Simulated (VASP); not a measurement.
Set up this calculation in VASP 6.6.1, as the native input.

```
Task                   : single point
Functional             : PBE
Potentials or basis    : VASP PAW PBE potentials, release 64 (Sb_d_GW, S)
Cutoff                 : 500 eV
k mesh                 : 3 × 3 × 3
Occupations            : gaussian, width 0.1 eV
Spin                   : no spin polarisation
Dipole correction      : no
Further INCAR settings : ALGO = Normal; EDIFF = 1e-06; NBANDS = 36
```

The structure of Sb3S2 lies in POSCAR:

```
Sb3S2
1.0
    3.3163399400      1.9146897600      3.9771875900
   -3.3163399400      1.9146897600      3.9771875900
    0.0000000000     -3.8293795200      3.9771875900
Sb S
3 2
Direct
    0.5000000000      0.5000000000      0.0000000000
    0.0000000000      0.5000000000      0.5000000000
    0.5000000000      0.0000000000      0.5000000000
    0.0762349900      0.0762349900      0.0762349900
    0.9237650100      0.9237650100      0.9237650100
```

The cell was generated, and may not be a known phase.

One way to write it, as run:

INCAR

```
PREC = Accurate
ENCUT = 500
EDIFF = 1E-6
ISMEAR = 0
SIGMA = 0.1
LREAL = False
LASPH = True
NELM = 120
ALGO = Normal
ISIF = 2
LWAVE = False
LCHARG = False
GGA = PE
NBANDS = 36
GGA_COMPAT = False
```

KPOINTS

```
Automatic mesh
0
Gamma
  3 3 3
```

Potentials or basis: VASP PAW PBE potentials, release 64 (Sb_d_GW, S).

Run with:

```sh
$ cat potpaw_PBE.64/Sb_d_GW/POTCAR potpaw_PBE.64/S/POTCAR > POTCAR
$ mpirun -np 1 vasp_std > vasp.out
```

It gave:

| Quantity | Value |
| --- | --- |
| Pressure | -2.1 GPa |
| Largest force | 4.154 eV/Å |
| Band gap on the k mesh | zero (an odd number of electrons rules out a gap without spin polarisation) |

Caveat: the k points lie up to 0.40 Å⁻¹ apart, too coarse for converged energies and pressures of a metal; spin-orbit coupling is left out, which moves the levels of the heavy elements; forces of over 1 eV/Å act on the atoms, so gaps and moduli don't describe the material at rest.

Wall time 64 s on 1 thread of Intel(R) Xeon(R) Platinum 8488C (Sapphire Rapids), with other jobs on the host, peak memory 0.25 GiB.
